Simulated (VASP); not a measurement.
Write the native input for VASP 6.6.1 that does the following.

| Property | Result |
| --- | --- |
| Task | single point |
| Functional | PBE |
| Potentials or basis | VASP PAW PBE potentials, release 64 (Ag) |
| Cutoff | 520 eV |
| k mesh | 3 × 3 × 1 |
| Occupations | gaussian, width 0.1 eV |
| Spin | no spin polarisation |
| Dipole correction | no |
| Further INCAR settings | LREAL = Auto; ALGO = Normal; EDIFF = 1e-06; NBANDS = 174 |

The structure of Ag lies in POSCAR:

```
Ag
1.0
    8.8034794258      0.0000000000      0.0000000000
    0.0000000000      8.8034794258      0.0000000000
    0.0000000000      0.0000000000     16.1500000000
Ag
28
Direct
    0.0000000000      0.0000000000      0.3715170279
    0.3333333172      0.0000000000      0.3715170279
    0.6666666344      0.0000000000      0.3715170279
    0.0000000000      0.3333333172      0.3715170279
    0.3333333172      0.3333333172      0.3715170279
    0.6666666344      0.3333333172      0.3715170279
    0.0000000000      0.6666666344      0.3715170279
    0.3333333172      0.6666666344      0.3715170279
    0.6666666344      0.6666666344      0.3715170279
    0.1666585368      0.1666626261      0.4968820433
    0.4983481857      0.1666575145      0.4970892260
    0.8350305197      0.1666586504      0.4971162848
    0.1666488815      0.4983372810      0.4970949845
    0.4988954693      0.4988883131      0.4970542415
    0.8344701731      0.4988829743      0.4970761610
    0.1666500175      0.8350187062      0.4971085449
    0.4988933111      0.8344607450      0.4970651393
    0.8344741488      0.8344677876      0.4970871827
   -0.0026268023     -0.0026112403      0.6252601238
    0.3360255482     -0.0027541383      0.6251782663
    0.6666969633      0.0008526174      0.6224900929
   -0.0026993872      0.3359786349      0.6252198762
    0.3360927943      0.3361161942      0.6251352322
    0.6666949187      0.3324856978      0.6224910217
    0.0008550029      0.6666823100      0.6224897833
    0.3324884240      0.6666802654      0.6224916409
    0.6666647034      0.6666657257      0.6209614861
    0.1671860555      0.1669263855      0.7385906502
```

These files were run (other wordings do the same):

INCAR

```
SYSTEM = Ag
PREC = Accurate ; ENCUT = 520
EDIFF = 1E-6 ; ISMEAR = 0
SIGMA = 0.1 ; LREAL = Auto
LASPH = .TRUE. ; NELM = 100
ALGO = Normal ; ISIF = 2
LWAVE = .FALSE. ; LCHARG = .FALSE.
GGA = PE ; NBANDS = 174
```

KPOINTS

```
regular mesh
0
G
  3 3 1
  0 0 0
```

Potentials or basis: VASP PAW PBE potentials, release 64 (Ag).

Launch:

```sh
$ cat potpaw_PBE.64/Ag/POTCAR > POTCAR
$ mpirun -np 1 vasp_std > vasp.out
```

It gave:

```
Largest force          : 0.071 eV/Å
Band gap on the k mesh : zero (band 154 reaches 0.90 eV, above the bottom of band 155 at -0.19 eV)
```

Wall time 73 min on 1 thread of Intel(R) Xeon(R) Platinum 8259CL CPU @ 2.50GHz (Skylake/Cascade Lake), on a shared host, peak memory 1.4 GiB.
